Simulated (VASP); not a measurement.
Here is a VASP 6.6.1 calculation.

The input INCAR:

```
SYSTEM = Ta4F
PREC = Accurate ; ENCUT = 520
EDIFF = 1E-6 ; ISMEAR = 0
SIGMA = 0.1 ; LREAL = .False.
LASPH = .True. ; NELM = 80
ALGO = Normal ; ISIF = 2
LWAVE = .False. ; LCHARG = .False.
LDIPOL = .True. ; IDIPOL = 3
DIPOL = 0.5 0.5 0.350 ; IBRION = 2
NSW = 36 ; EDIFFG = -0.025
```

Contents of KPOINTS:

```
Automatic mesh
0
Gamma
  8 8 1
  0 0 0
```

The input POSCAR:

```
Ta4F
1.0
    3.2528679937      0.0000000000      0.0000000000
    0.0000000000      3.2528679937      0.0000000000
    0.0000000000      0.0000000000     20.2137485622
Ta F
4 1
Selective dynamics
Direct
    0.5000000000      0.5000000000      0.1978851170  F F F
    0.0000000000      0.0000000000      0.2783468875  F F F
    0.5000000000      0.5000000000      0.3580282239  F F F
    0.0000000000      0.0000000000      0.4310802885  F F F
    0.3750000000      0.3750000000      0.4866540428  F F T
```

Potentials or basis: VASP PAW LDA potentials, release 64 (Ta_pv, F).

Run with:

```bash
$ cat potpaw_LDA.64/Ta_pv/POTCAR potpaw_LDA.64/F/POTCAR > POTCAR
$ mpirun -np 1 vasp_std > vasp.out
```

What does it give for the energy gained by relaxing?

10.5 meV/atom.

What does it give for the band gap on the k mesh?

Zero (an odd number of electrons rules out a gap without spin polarisation).

Step by step:
```tsv
step	energy change (eV)	largest force on free atoms (eV/Å)	pressure (GPa)
1	0.0000	0.8462	-1.44
2	-0.0288	0.5654	-1.70
3	-0.0526	0.0164	-2.19
```

Caveat: spin-orbit coupling is left out, which moves the levels of the heavy elements; an odd number of electrons without spin polarisation forces a metal; a magnetic or distorted state may lie lower.
